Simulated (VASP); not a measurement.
# CsSnI3 (P4/mmm) in VASP: further runs

CsSnI3 is run at these levels: PBEsol; tasks: single point.

All numbers are computed with VASP 6.6.1; they aren't measurements. Logs are shortened: lines on timing, memory, paths and dates and some standing lists are left out, and cuts for length are marked.

### 1 The cell of the first run

It takes space group P4/mmm (No. 123, tetragonal). Conventional cell: a = 6.454 Å, b = 6.454 Å, c = 5.709 Å, α = 90.00°, β = 90.00°, γ = 90.00°. Cs (site symmetry 4/mmm) has 12 I at 4.31 to 4.56 Å and 8 Sn at 5.38 Å and 2 Cs at 5.71 Å within 5.8 Å. Sn (site symmetry 4/mmm) has 6 I at 2.85 to 3.23 Å within 3.8 Å. Within 4.6 Å of I (site symmetry mmm) lie 2 Sn at 3.23 Å and 4 Cs at 4.31 Å and 8 I at 4.31 to 4.56 Å. I (site symmetry 4/mmm) has 2 Sn at 2.85 Å within 3.8 Å.

### 2 Single point, PBEsol (strain +0.040 along x and y, -0.080 along z)

Contents of INCAR:

```
SYSTEM = CsSnI3
ALGO = Normal
EDIFF = 1E-6
ENCUT = 520
GGA = PS
ISIF = 2
ISMEAR = 0
LASPH = .TRUE.
LCHARG = .TRUE.
LELF = .TRUE.
LREAL = .FALSE.
LVHAR = .TRUE.
LWAVE = .FALSE.
NBANDS = 30
NELM = 60
PREC = Accurate
SIGMA = 0.03
```

Contents of KPOINTS:

```
k-points
0
G
  6 6 6
  0 0 0
```

Contents of POSCAR:

```
CsSnI3
1.0
    6.4539280000      0.0000000000      0.0000000000
    0.0000000000      6.4539280000      0.0000000000
    0.0000000000      0.0000000000      5.7092440000
Cs Sn I
1 1 3
Direct
    0.0000000000      0.0000000000      0.0000000000
    0.5000000000      0.5000000000      0.5000000000
    0.0000000000      0.5000000000      0.5000000000
    0.5000000000      0.0000000000      0.5000000000
    0.5000000000      0.5000000000      0.0000000000
```

Potentials or basis: VASP PAW PBE potentials, release 64 (Cs_sv, Sn_d, I).

Started as:

```console
$ cat potpaw_PBE.64/Cs_sv/POTCAR potpaw_PBE.64/Sn_d/POTCAR potpaw_PBE.64/I/POTCAR > POTCAR
$ mpirun -np 1 vasp_std > vasp.out
```

OUTCAR:

```text
SYSTEM = CsSnI3
   EDIFF = 1E-6
   ENCUT = 520
   GGA = PS
   ISIF = 2
   ISMEAR = 0
   LASPH = .TRUE.
   LREAL = .FALSE.
   NELM = 60
   PREC = Accurate

 ion  position               nearest neighbor table
   1  0.000  0.000  0.000-
   2  0.500  0.500  0.500-   5 2.85   5 2.85   3 3.23   4 3.23   4 3.23   3 3.23
   3  0.000  0.500  0.500-   2 3.23   2 3.23
   4  0.500  0.000  0.500-   2 3.23   2 3.23
   5  0.500  0.500  0.000-   2 2.85   2 2.85

  LATTYP: Found a simple tetragonal cell.
 ALAT       =     6.4539280000
 C/A-ratio  =     0.8846153846

  Lattice vectors:

 A1 = (   6.4539280000,   0.0000000000,   0.0000000000)
 A2 = (   0.0000000000,   6.4539280000,   0.0000000000)
 A3 = (   0.0000000000,   0.0000000000,   5.7092440000)

Analysis of symmetry for initial positions (statically):
=====================================================================
 Subroutine PRICEL returns:
 Original cell was already a primitive cell.

 Routine SETGRP: Setting up the symmetry group for a
 simple tetragonal supercell.

 Subroutine GETGRP returns: Found 16 space group operations
 (whereof 16 operations were pure point group operations)
 out of a pool of 16 trial point group operations.

The static configuration has the point symmetry D_4h.

Analysis of symmetry for dynamics (positions and initial velocities):
=====================================================================
 Subroutine PRICEL returns:
 Original cell was already a primitive cell.

 Routine SETGRP: Setting up the symmetry group for a
 simple tetragonal supercell.

 Subroutine GETGRP returns: Found 16 space group operations
 (whereof 16 operations were pure point group operations)
 out of a pool of 16 trial point group operations.

The dynamic configuration has the point symmetry D_4h.

 Subroutine INISYM returns: Found 16 space group operations
 (whereof 16 operations are pure point group operations),
 and found     1 'primitive' translations

----------------------------------------------------------------------------------------

                                     Primitive cell

  volume of cell :     237.8082

  direct lattice vectors                    reciprocal lattice vectors
     6.453928000  0.000000000  0.000000000     0.154944400  0.000000000  0.000000000
     0.000000000  6.453928000  0.000000000     0.000000000  0.154944400  0.000000000
     0.000000000  0.000000000  5.709244000     0.000000000  0.000000000  0.175154539

  length of vectors
     6.453928000  6.453928000  5.709244000     0.154944400  0.154944400  0.175154539

  position of ions in fractional coordinates (direct lattice)
     0.000000000  0.000000000  0.000000000
     0.500000000  0.500000000  0.500000000
     0.000000000  0.500000000  0.500000000
     0.500000000  0.000000000  0.500000000
     0.500000000  0.500000000  0.000000000

  ion indices of the primitive-cell ions
   primitive index   ion index
                 1           1
                 2           2
                 3           3
                 4           4
                 5           5

----------------------------------------------------------------------------------------

 KPOINTS: k-points

Automatic generation of k-mesh.
 Grid dimensions read from file:
 generate k-points for:    6    6    6

 Generating k-lattice:

  Cartesian coordinates                     Fractional coordinates (reciprocal lattice)
     0.025824067  0.000000000  0.000000000     0.166666667  0.000000000  0.000000000
     0.000000000  0.025824067  0.000000000     0.000000000  0.166666667  0.000000000
     0.000000000  0.000000000  0.029192423     0.000000000  0.000000000  0.166666667

  Length of vectors
     0.025824067  0.025824067  0.029192423

  Shift w.r.t. Gamma in fractional coordinates (k-lattice)
     0.000000000  0.000000000  0.000000000

 Subroutine IBZKPT returns following result:
 ===========================================

 Found     40 irreducible k-points:

 Following reciprocal coordinates:
            Coordinates               Weight
  0.000000  0.000000  0.000000      1.000000
  0.166667  0.000000  0.000000      4.000000
  0.333333  0.000000  0.000000      4.000000
  0.500000  0.000000  0.000000      2.000000
  0.166667  0.166667  0.000000      4.000000
  0.333333  0.166667  0.000000      8.000000
[... 16 lines left out ...]
  0.333333  0.000000  0.333333      8.000000
  0.500000  0.000000  0.333333      4.000000
 [... further k-points ...]
   k-points           NKPTS =     40   k-points in BZ     NKDIM =     40   number of bands    NBANDS=     30
   number of dos      NEDOS =    301   number of ions     NIONS =      5
   total plane-waves  NPLWV =  96768
   dimension x,y,z NGX =    48 NGY =   48 NGZ =   42
   dimension x,y,z NGXF=    96 NGYF=   96 NGZF=   84
   ions per type =               1   1   3
   NGX,Y,Z   is equivalent  to a cutoff of  12.36, 12.36, 12.23 a.u.
   NGXF,Y,Z  is equivalent  to a cutoff of  24.73, 24.73, 24.46 a.u.
 SYSTEM =  CsSnI3
   PREC   = accura    normal or accurate (medium, high low for compatibility)
   ISTART =      0    job   : 0-new  1-cont  2-samecut
   ICHARG =      2    charge: 1-file 2-atom 10-const
   ISPIN  =      1    spin polarized calculation?
   LNONCOLLINEAR =      F non collinear calculations
   LSORBIT =      F    spin-orbit coupling
   LASPH  =      T    aspherical Exc in radial PAW
   ENCUT  =  520.0 eV  38.22 Ry    6.18 a.u.  12.00 12.00 10.62*2*pi/ulx,y,z
   NELM   =     60;   NELMIN=  2; NELMDL= -5     # of ELM steps
   EDIFF  = 0.1E-05   stopping-criterion for ELM
   LREAL  =      F    real-space projection
   EDIFFG = 0.1E-04   stopping-criterion for IOM
   NSW    =      0    number of steps for IOM
   IBRION =     -1    ionic relax: 0-MD 1-quasi-New 2-CG
   NFREE  =      0    steps in history (QN), initial steepest desc. (CG)
   ISIF   =      2    stress and relaxation
   ISYM   =      2    0-nonsym 1-usesym 2-fastsym
   POTIM  = 0.5000    time-step for ionic-motion
   TEBEG  =    0.0;   TEEND  =   0.0 temperature during run
   PSTRESS=    0.0 pullay stress
   NELECT =      44.0000    total number of electrons
   NUPDOWN=      -1.0000    fix difference up-down
   EMIN   =  10.00;   EMAX   =-10.00  energy-range for DOS
   EFERMI =   0.00;   METHOD = LEGACY
   ISMEAR =     0;   SIGMA  =   0.03  broadening in eV -4-tet -1-fermi 0-gaus
   EFERMI_NEDOS =   21; number of points for ismear=-14 and -15
   IALGO  =     38    algorithm
   IMIX   =      4    mixing-type and parameters
     AMIX     =   0.40;   BMIX     =  1.00
     AMIX_MAG =   1.60;   BMIX_MAG =  1.00
  volume/ion in A,a.u.               =      47.56       320.96
  Fermi-wavevector in a.u.,A,eV,Ry     =   0.932861  1.762851 11.840184  0.870229
  Thomas-Fermi vector in A             =   2.059502
   LORBIT       =      0    0 simple, 1 ext, 2 COOP (PROOUT), +10 PAW based schemes
   GGA     = PS    functional components
   LHFCALC =     F    Hartree Fock is set to
   AEXX    =    0.0000 exact exchange contribution
   IVDW    =     0    specifies the selected vdW correction
   LEPSILON=     F    determine dielectric tensor
   LRPA    =     F    only Hartree local field effects (RPA)
 non-spin polarized calculation
 Gauss-broadening in eV      SIGMA  =   0.03
  energy-cutoff  :      520.00
  volume of cell :      237.81
 maximum number of plane-waves:      6432
   NGX = 25   NGY = 25   NGZ = 21

 number of electron      44.0000016 magnetization

 Free energy of the ion-electron system (eV)
  ---------------------------------------------------
  ext. energy  EPLUGINS =         0.00000000
  ---------------------------------------------------
  free energy    TOTEN  =       -14.76797559 eV

  energy without entropy =      -14.76781887  energy(sigma->0) =      -14.76789723

 E-fermi :   2.8141     XC(G=0):  -7.7038

 val. band max:        2.6368649742   @ k =   0.5000   0.3333   0.5000
 cond. band min:       2.8140621070   @ k =   0.5000   0.5000   0.5000
 fundamental gap:      0.1771971328
 Fermi energy:         2.8140620909

 k-point     1 :       0.0000    0.0000    0.0000
  band No.  band energies     occupation
      1     -19.4607      2.00000
      2     -19.1861      2.00000
      3     -19.1603      2.00000
      4     -19.1510      2.00000
      5     -19.1361      2.00000
      6     -19.1361      2.00000
[... 22 lines left out ...]
     29       6.7995      0.00000
     30       6.7995      0.00000

 k-point     2 :       0.1667    0.0000    0.0000
  band No.  band energies     occupation
      1     -19.4606      2.00000
      2     -19.1861      2.00000
      3     -19.1601      2.00000
      4     -19.1511      2.00000
      5     -19.1361      2.00000
      6     -19.1361      2.00000
[... 22 lines left out ...]
     29       6.5940      0.00000
     30       6.7755      0.00000

 k-point     3 :       0.3333    0.0000    0.0000
  band No.  band energies     occupation
      1     -19.4605      2.00000
      2     -19.1860      2.00000
      3     -19.1598      2.00000
      4     -19.1511      2.00000
      5     -19.1362      2.00000
      6     -19.1361      2.00000
[... 22 lines left out ...]
     29       6.9681      0.00000
     30       7.2671      0.00000

 k-point     4 :       0.5000    0.0000    0.0000
  band No.  band energies     occupation
      1     -19.4604      2.00000
      2     -19.1860      2.00000
      3     -19.1597      2.00000
      4     -19.1512      2.00000
      5     -19.1362      2.00000
      6     -19.1361      2.00000
[... 22 lines left out ...]
     29       7.1081      0.00000
     30       7.7654      0.00000

 k-point     5 :       0.1667    0.1667    0.0000
  band No.  band energies     occupation
      1     -19.4605      2.00000
      2     -19.1860      2.00000
      3     -19.1600      2.00000
      4     -19.1511      2.00000
      5     -19.1362      2.00000
      6     -19.1361      2.00000
[... 22 lines left out ...]
     29       6.6572      0.00000
     30       6.6887      0.00000
[... 526 lines left out ...]
     29       7.0607      0.00000
     30       7.5461      0.00000

 k-point    22 :       0.1667    0.0000    0.3333
  band No.  band energies     occupation
      1     -19.4597      2.00000
      2     -19.1814      2.00000
      3     -19.1601      2.00000
      4     -19.1511      2.00000
      5     -19.1367      2.00000
      6     -19.1367      2.00000
[... 22 lines left out ...]
     29       7.0137      0.00000
     30       7.4746      0.00000

 k-point    23 :       0.3333    0.0000    0.3333
  band No.  band energies     occupation
      1     -19.4596      2.00000
      2     -19.1813      2.00000
      3     -19.1598      2.00000
      4     -19.1511      2.00000
      5     -19.1368      2.00000
      6     -19.1367      2.00000
[... 22 lines left out ...]
     29       7.1686      0.00000
     30       7.4860      0.00000

 k-point    24 :       0.5000    0.0000    0.3333
  band No.  band energies     occupation
      1     -19.4595      2.00000
      2     -19.1813      2.00000
      3     -19.1597      2.00000
      4     -19.1511      2.00000
      5     -19.1368      2.00000
      6     -19.1367      2.00000
[... 22 lines left out ...]
     29       7.4884      0.00000
     30       7.5124      0.00000

 [... further k-points ...]
[... 5 lines left out ...]
  --------------------------------------------------------------------------------------
  -------------------------------------------------------------------------------------
  Total       -2.4547993     -2.4547993      5.4755252      0.0000000      0.0000000      0.0000000
  in kB      -16.5386377    -16.5386377     36.8900745      0.0000000      0.0000000      0.0000000
  external PRESSURE =       1.2709331 kB  Pullay stress =       0.0000000 kB

 VOLUME and BASIS-vectors are now :
 -----------------------------------------------------------------------------
  energy-cutoff  :      520.00
  volume of cell :      237.81
      direct lattice vectors                 reciprocal lattice vectors
     6.453928000  0.000000000  0.000000000     0.154944400  0.000000000  0.000000000
     0.000000000  6.453928000  0.000000000     0.000000000  0.154944400  0.000000000
     0.000000000  0.000000000  5.709244000     0.000000000  0.000000000  0.175154539

 POSITION                                       TOTAL-FORCE (eV/Angst)
 -----------------------------------------------------------------------------------
      0.00000      0.00000      0.00000         0.000000      0.000000      0.000000
      3.22696      3.22696      2.85462         0.000000      0.000000      0.000000
      0.00000      3.22696      2.85462         0.000000      0.000000      0.000000
      3.22696      0.00000      2.85462         0.000000      0.000000      0.000000
      3.22696      3.22696      0.00000         0.000000      0.000000      0.000000
 -----------------------------------------------------------------------------------
    total drift:                                0.000000     -0.000000     -0.000000

  FREE ENERGIE OF THE ION-ELECTRON SYSTEM (eV)
  ---------------------------------------------------
  free  energy   TOTEN  =       -14.7679755942 eV

  energy  without entropy=      -14.7678188742  energy(sigma->0) =      -14.76789723
```

Wall time 2.1 min (1 thread of Intel Xeon 6975P-C (Granite Rapids), shared host); peak memory 0.49 GiB.

Results:

```yaml
Free_energy: -14.7680 eV
Pressure: 0.1 GPa
Band_gap_on_the_k_mesh: zero (filled and empty bands touch)
```

Stress tensor (GPa, compression positive):
```
-1.65  0.00  0.00
 0.00 -1.65  0.00
 0.00  0.00  3.69
```

Caveat: the cell differs from its parent crystal (strain +0.040 along x and y, -0.080 along z); the PAW data sets were made with another functional, which shifts forces and pressure a little; spin-orbit coupling is left out, which moves the levels of the heavy elements.

### 3 Single point, PBEsol (strain +0.080 along x and y, -0.080 along z)

Contents of INCAR:

```
SYSTEM = CsSnI3
PREC     = Accurate       ! precision mode
ENCUT    = 520            ! plane-wave cutoff, eV
EDIFF    = 1E-6           ! SCF threshold, eV
ISMEAR   = 0              ! smearing method
SIGMA    = 0.03           ! smearing width, eV
LREAL    = .FALSE.        ! projectors in reciprocal space
LASPH    = .TRUE.         ! aspherical terms in the spheres
NELM     = 100            ! most SCF steps
ALGO     = Normal         ! electronic algorithm
ISIF     = 2              ! what is computed and relaxed
LWAVE    = .FALSE.        ! write WAVECAR
LCHARG   = .FALSE.        ! write CHGCAR
GGA      = PS             ! functional
NBANDS   = 30             ! bands
```

Contents of KPOINTS:

```
regular mesh
0
G
  6 6 6
  0 0 0
```

Changes to POSCAR since step 2:

```diff
@@ -2,4 +2,4 @@
 1.0
-    6.4539280000      0.0000000000      0.0000000000
-    0.0000000000      6.4539280000      0.0000000000
+    6.7021560000      0.0000000000      0.0000000000
+    0.0000000000      6.7021560000      0.0000000000
     0.0000000000      0.0000000000      5.7092440000
```

Potentials or basis: VASP PAW PBE potentials, release 64 (Cs_sv, Sn_d, I).

Started as:

```console
$ cat potpaw_PBE.64/Cs_sv/POTCAR potpaw_PBE.64/Sn_d/POTCAR potpaw_PBE.64/I/POTCAR > POTCAR
$ mpirun -np 1 vasp_std > vasp.out
```

Wall time 2.5 min (1 thread of Intel Xeon 6975P-C (Granite Rapids), shared host); peak memory 0.53 GiB.

It converged, with:

| Property | Result |
| --- | --- |
| Free energy | -14.5266 eV |
| Pressure | -0.6 GPa |
| Band gap on the k mesh | zero (filled and empty bands touch) |

Stress tensor (GPa, compression positive):
```
-2.45  0.00  0.00
 0.00 -2.45  0.00
 0.00  0.00  3.10
```

Levels at points of the mesh, in eV from the Fermi level:
| k point | band 19 | band 20 | band 21 | band 22 | band 23 | band 24 | band 25 | band 26 |
| --- | --- | --- | --- | --- | --- | --- | --- | --- |
| (0.00, 0.00, 0.00) | -2.00 | -2.00 | -1.97 | -1.97 | 2.10 | 3.12 | 3.29 | 3.42 |
| (0.50, 0.00, 0.00) | -2.15 | -2.05 | -2.05 | -1.84 | 1.11 | 3.31 | 3.33 | 3.83 |
| (0.50, 0.50, 0.00) | -2.20 | -2.20 | -1.78 | -1.42 | 0.93 | 0.93 | 4.19 | 4.37 |
| (0.00, 0.00, 0.50) | -2.29 | -2.13 | -2.13 | -0.69 | 1.43 | 2.94 | 2.94 | 3.91 |
| (0.50, 0.00, 0.50) | -2.35 | -2.35 | -1.65 | -0.28 | 0.32 | 1.29 | 2.77 | 4.07 |
| (0.50, 0.50, 0.50) | -1.74 | -1.62 | -1.62 | 0.00 | 0.00 | 0.14 | 1.09 | 3.02 |

Caveat: the cell differs from its parent crystal (strain +0.080 along x and y, -0.080 along z); the PAW data sets were made with another functional, which shifts forces and pressure a little; spin-orbit coupling is left out, which moves the levels of the heavy elements.
